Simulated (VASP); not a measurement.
# BN (P6_3mc) in VASP: a series of runs, part 2 of 2

VASP 6.6.1. Earlier steps stand in the parts before.

## Step 3: Single point, LDA

This run uses another cell than the first one, of 5.38 Å³/atom.

Input file INCAR:

```
SYSTEM = BN
  ALGO = Normal
  EDIFF = 1E-6
  ENCUT = 600
  GGA = CA
  GGA_COMPAT = .FALSE.
  ISIF = 2
  ISMEAR = 0
  LASPH = .TRUE.
  LCHARG = .FALSE.
  LREAL = .FALSE.
  LWAVE = .FALSE.
  NBANDS = 16
  NELM = 120
  PREC = Accurate
  SIGMA = 0.01
```

Input file KPOINTS:

```
k-points
0
G
  10 10 5
  0 0 0
```

Input file POSCAR:

```
BN
1.0
    2.4664852633      0.0000000000      0.0000000000
   -1.2332426316      2.1360384837      0.0000000000
    0.0000000000      0.0000000000      4.0839004813
B N
2 2
Direct
    0.6666666667      0.3333333333      0.0000000000
    0.3333333333      0.6666666667      0.5000000000
    0.6666666667      0.3333333333      0.3750000000
    0.3333333333      0.6666666667      0.8750000000
```

Potentials or basis: VASP PAW LDA potentials, release 64 (B, N).

On the command line:

```
$ cat potpaw_LDA.64/B/POTCAR potpaw_LDA.64/N/POTCAR > POTCAR
$ mpirun -np 1 vasp_std > vasp.out
```

OUTCAR:

```text
SYSTEM = BN
   EDIFF = 1E-6
   ENCUT = 600
   GGA = CA
   ISIF = 2
   ISMEAR = 0
   LASPH = .TRUE.
   LREAL = .FALSE.
   NELM = 120
   PREC = Accurate

 ion  position               nearest neighbor table
   1  0.667  0.333  0.000-   4 1.51   4 1.51   4 1.51   3 1.53
   2  0.333  0.667  0.500-   3 1.51   3 1.51   3 1.51   4 1.53
   3  0.667  0.333  0.375-   2 1.51   2 1.51   2 1.51   1 1.53
   4  0.333  0.667  0.875-   1 1.51   1 1.51   1 1.51   2 1.53

  LATTYP: Found a hexagonal cell.
 ALAT       =     2.4664852633
 C/A-ratio  =     1.6557570978

  Lattice vectors:

 A1 = (   2.4664852633,   0.0000000000,   0.0000000000)
 A2 = (  -1.2332426316,   2.1360384837,   0.0000000000)
 A3 = (   0.0000000000,   0.0000000000,   4.0839004813)

Analysis of symmetry for initial positions (statically):
=====================================================================
 Subroutine PRICEL returns:
 Original cell was already a primitive cell.

 Routine SETGRP: Setting up the symmetry group for a
 hexagonal supercell.

 Subroutine GETGRP returns: Found 12 space group operations
 (whereof  6 operations were pure point group operations)
 out of a pool of 24 trial point group operations.

The static configuration has the point symmetry C_3v.
 The point group associated with its full space group is C_6v.

Analysis of symmetry for dynamics (positions and initial velocities):
=====================================================================
 Subroutine PRICEL returns:
 Original cell was already a primitive cell.

 Routine SETGRP: Setting up the symmetry group for a
 hexagonal supercell.

 Subroutine GETGRP returns: Found 12 space group operations
 (whereof  6 operations were pure point group operations)
 out of a pool of 24 trial point group operations.

The dynamic configuration has the point symmetry C_3v.
 The point group associated with its full space group is C_6v.

 Subroutine INISYM returns: Found 12 space group operations
 (whereof  6 operations are pure point group operations),
 and found     1 'primitive' translations

----------------------------------------------------------------------------------------

                                     Primitive cell

  volume of cell :      21.5161

  direct lattice vectors                    reciprocal lattice vectors
     2.466485263  0.000000000  0.000000000     0.405435222  0.234078180  0.000000000
    -1.233242632  2.136038484  0.000000000     0.000000000  0.468156359  0.000000000
     0.000000000  0.000000000  4.083900481     0.000000000  0.000000000  0.244863949

  length of vectors
     2.466485263  2.466484906  4.083900481     0.468156292  0.468156359  0.244863949

  position of ions in fractional coordinates (direct lattice)
     0.666666667  0.333333333  0.000000000
     0.333333333  0.666666667  0.500000000
     0.666666667  0.333333333  0.375000000
     0.333333333  0.666666667  0.875000000

  ion indices of the primitive-cell ions
   primitive index   ion index
                 1           1
                 2           2
[... 24 lines left out ...]
 Subroutine IBZKPT returns following result:
 ===========================================

 Found     42 irreducible k-points:

 Following reciprocal coordinates:
            Coordinates               Weight
  0.000000  0.000000  0.000000      1.000000
  0.100000  0.000000  0.000000      6.000000
  0.200000  0.000000  0.000000      6.000000
  0.300000  0.000000  0.000000      6.000000
  0.400000  0.000000  0.000000      6.000000
  0.500000  0.000000  0.000000      3.000000
[... 16 lines left out ...]
  0.300000  0.100000  0.200000     24.000000
  0.400000  0.100000  0.200000     24.000000
 [... further k-points ...]
   k-points           NKPTS =     42   k-points in BZ     NKDIM =     42   number of bands    NBANDS=     16
   number of dos      NEDOS =    301   number of ions     NIONS =      4
   total plane-waves  NPLWV =  14400
   dimension x,y,z NGX =    20 NGY =   20 NGZ =   36
   dimension x,y,z NGXF=    40 NGYF=   40 NGZF=   72
   ions per type =               2   2
   NGX,Y,Z   is equivalent  to a cutoff of  13.48, 13.48, 14.65 a.u.
   NGXF,Y,Z  is equivalent  to a cutoff of  26.96, 26.96, 29.31 a.u.
 SYSTEM =  BN
   PREC   = accura    normal or accurate (medium, high low for compatibility)
   ISTART =      0    job   : 0-new  1-cont  2-samecut
   ICHARG =      2    charge: 1-file 2-atom 10-const
   ISPIN  =      1    spin polarized calculation?
   LNONCOLLINEAR =      F non collinear calculations
   LSORBIT =      F    spin-orbit coupling
   LASPH  =      T    aspherical Exc in radial PAW
   ENCUT  =  600.0 eV  44.10 Ry    6.64 a.u.   4.93  4.93  8.16*2*pi/ulx,y,z
   NELM   =    120;   NELMIN=  2; NELMDL= -5     # of ELM steps
   EDIFF  = 0.1E-05   stopping-criterion for ELM
   LREAL  =      F    real-space projection
   EDIFFG = 0.1E-04   stopping-criterion for IOM
   NSW    =      0    number of steps for IOM
   IBRION =     -1    ionic relax: 0-MD 1-quasi-New 2-CG
   NFREE  =      0    steps in history (QN), initial steepest desc. (CG)
   ISIF   =      2    stress and relaxation
   ISYM   =      2    0-nonsym 1-usesym 2-fastsym
   POTIM  = 0.5000    time-step for ionic-motion
   TEBEG  =    0.0;   TEEND  =   0.0 temperature during run
   PSTRESS=    0.0 pullay stress
   NELECT =      16.0000    total number of electrons
   NUPDOWN=      -1.0000    fix difference up-down
   EMIN   =  10.00;   EMAX   =-10.00  energy-range for DOS
   EFERMI =   0.00;   METHOD = LEGACY
   ISMEAR =     0;   SIGMA  =   0.01  broadening in eV -4-tet -1-fermi 0-gaus
   EFERMI_NEDOS =   21; number of points for ismear=-14 and -15
   IALGO  =     38    algorithm
   IMIX   =      4    mixing-type and parameters
     AMIX     =   0.40;   BMIX     =  1.00
     AMIX_MAG =   1.60;   BMIX_MAG =  1.00
  volume/ion in A,a.u.               =       5.38        36.30
  Fermi-wavevector in a.u.,A,eV,Ry     =   1.483180  2.802804 29.930414  2.199823
  Thomas-Fermi vector in A             =   2.596874
   LORBIT       =      0    0 simple, 1 ext, 2 COOP (PROOUT), +10 PAW based schemes
   GGA     = CA    functional components
   LHFCALC =     F    Hartree Fock is set to
   AEXX    =    0.0000 exact exchange contribution
   IVDW    =     0    specifies the selected vdW correction
   LEPSILON=     F    determine dielectric tensor
   LRPA    =     F    only Hartree local field effects (RPA)
 non-spin polarized calculation
 Gauss-broadening in eV      SIGMA  =   0.01
  energy-cutoff  :      600.00
  volume of cell :       21.52
 maximum number of plane-waves:       736
 NGX is ok and might be reduce to    20
   NGX =  9   NGY =  9   NGZ = 17

 number of electron      16.0000000 magnetization

 Free energy of the ion-electron system (eV)
  ---------------------------------------------------
  ext. energy  EPLUGINS =         0.00000000
  ---------------------------------------------------
  free energy    TOTEN  =       -38.61057501 eV

  energy without entropy =      -38.61057501  energy(sigma->0) =      -38.61057501

 E-fermi :   8.8374     XC(G=0): -13.5517

 val. band max:        8.7757161451   @ k =   0.0000   0.0000   0.0000
 cond. band min:      13.8136386849   @ k =   0.3000   0.3000   0.0000
 fundamental gap:      5.0379225398
 Fermi energy:         8.8374360070

 k-point     1 :       0.0000    0.0000    0.0000
  band No.  band energies     occupation
      1     -12.5839      2.00000
      2      -7.9253      2.00000
      3      -3.0841      2.00000
      4       6.4452      2.00000
      5       6.4452      2.00000
      6       8.4912      2.00000
[... 433 lines left out ...]
      3      -1.7268      2.00000
      4       0.0234      2.00000
      5       2.1101      2.00000
      6       3.0467      2.00000
[... 8 lines left out ...]
     15      26.4909      0.00000
     16      27.2127      0.00000

 [... further k-points ...]

------------------------ aborting loop because EDIFF is reached ----------------------------------------

  FORCE on cell =-STRESS in cart. coord.  units (eV):
  Direction    XX          YY          ZZ          XY          YZ          ZX
  --------------------------------------------------------------------------------------
  -------------------------------------------------------------------------------------
  Total        4.2917550      4.2917533      4.2071147      0.0000000      0.0000000      0.0000000
  in kB      319.5823270    319.5822036    313.2796498      0.0000000      0.0000000      0.0000000
  external PRESSURE =     317.4813935 kB  Pullay stress =       0.0000000 kB

 VOLUME and BASIS-vectors are now :
 -----------------------------------------------------------------------------
  energy-cutoff  :      600.00
  volume of cell :       21.52
      direct lattice vectors                 reciprocal lattice vectors
     2.466485263  0.000000000  0.000000000     0.405435222  0.234078180  0.000000000
    -1.233242632  2.136038484  0.000000000     0.000000000  0.468156359  0.000000000
     0.000000000  0.000000000  4.083900481     0.000000000  0.000000000  0.244863949

 POSITION                                       TOTAL-FORCE (eV/Angst)
 -----------------------------------------------------------------------------------
      1.23324      0.71201      0.00000        -0.000000      0.000000      0.133776
     -0.00000      1.42403      2.04195         0.000000     -0.000000      0.133776
      1.23324      0.71201      1.53146         0.000000      0.000000     -0.133776
     -0.00000      1.42403      3.57341        -0.000000     -0.000000     -0.133776
 -----------------------------------------------------------------------------------
    total drift:                               -0.000000     -0.000000     -0.000540

  FREE ENERGIE OF THE ION-ELECTRON SYSTEM (eV)
  ---------------------------------------------------
  free  energy   TOTEN  =       -38.6105750092 eV

  energy  without entropy=      -38.6105750092  energy(sigma->0) =      -38.61057501
```

OSZICAR:

```text
N       E                     dE             d eps       ncg     rms          rms(c)
DAV:   1     0.427622118950E+02    0.42762E+02   -0.92157E+03  1344   0.110E+03
DAV:   2    -0.389820904126E+02   -0.81744E+02   -0.76839E+02  1944   0.241E+02
DAV:   3    -0.412608888391E+02   -0.22788E+01   -0.22743E+01  1512   0.358E+01
DAV:   4    -0.412652571829E+02   -0.43683E-02   -0.43679E-02  1688   0.192E+00
DAV:   5    -0.412652679104E+02   -0.10728E-04   -0.10728E-04  1488   0.831E-02    0.995E+00
DAV:   6    -0.389644356367E+02    0.23008E+01   -0.26481E+00  1664   0.145E+01    0.464E+00
DAV:   7    -0.386795761059E+02    0.28486E+00   -0.35752E-01  1760   0.478E+00    0.271E+00
DAV:   8    -0.386120105343E+02    0.67566E-01   -0.80783E-02  1696   0.219E+00    0.268E-01
DAV:   9    -0.386106269823E+02    0.13836E-02   -0.26464E-03  1480   0.517E-01    0.159E-01
DAV:  10    -0.386105765207E+02    0.50462E-04   -0.14474E-04  1728   0.107E-01    0.169E-02
DAV:  11    -0.386105752984E+02    0.12223E-05   -0.15101E-05  1584   0.342E-02    0.124E-02
DAV:  12    -0.386105750092E+02    0.28916E-06   -0.14721E-06   952   0.114E-02
   1 F= -.38610575E+02 E0= -.38610575E+02  d E =-.644970E-21
```

Wall time 17 s (1 thread of Intel Xeon Platinum 8259CL at 2.50GHz (Skylake/Cascade Lake), shared host); peak memory 0.13 GiB.

Results:

```
Free energy            : -38.6106 eV
Pressure               : 31.7 GPa
Largest force          : 0.134 eV/Å
Band gap on the k mesh : 5.04 eV (least direct gap 8.62 eV)
```

Forces in eV/Å, atoms in the order of the input:
```
B    0.000  0.000  0.134
B    0.000  0.000  0.134
N    0.000  0.000 -0.134
N    0.000  0.000 -0.134
```

Stress tensor (GPa, compression positive):
```
31.96  0.00  0.00
 0.00 31.96  0.00
 0.00  0.00 31.33
```

Caveat: the cell stands under pressure; an odd mesh through Γ misses points on the zone boundary, where band edges can lie.
